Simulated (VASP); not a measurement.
A run of VASP 6.6.1:

The input INCAR:

```
SYSTEM = Tl
PREC = Accurate
ENCUT = 600
EDIFF = 1E-7
ISMEAR = -1
SIGMA = 0.1
LREAL = .False.
LASPH = .True.
NELM = 60
ALGO = Normal
ISIF = 3
LWAVE = .False.
LCHARG = .False.
GGA = PS
IBRION = 2
NSW = 100
EDIFFG = -0.002
```

KPOINTS

```
Automatic mesh
0
Gamma
  16 16 10
  0 0 0
```

Contents of POSCAR:

```
Tl
1.0
    3.4560000000      0.0000000000      0.0000000000
   -1.7280000000      2.9929837955      0.0000000000
    0.0000000000      0.0000000000      5.5250000000
Tl
2
Direct
    0.3333333333      0.6666666667      0.2500000000
    0.6666666667      0.3333333333      0.7500000000
```

Potentials or basis: VASP PAW PBE potentials, release 64 (Tl_d).

Run with:

```console
$ cat potpaw_PBE.64/Tl_d/POTCAR > POTCAR
$ mpirun -np 1 vasp_std > vasp.out
```

Hardware: 1 thread of Oxide Virtual Turin-like Processor (shared host).

**Question.** How long does it take, and how much memory?

**Answer.** Run time: 14 min on 1 thread of Oxide Virtual Turin-like Processor, on a shared host, peak memory 0.29 GiB. Counts: scf iterations 40, k points 180, ion steps 6.
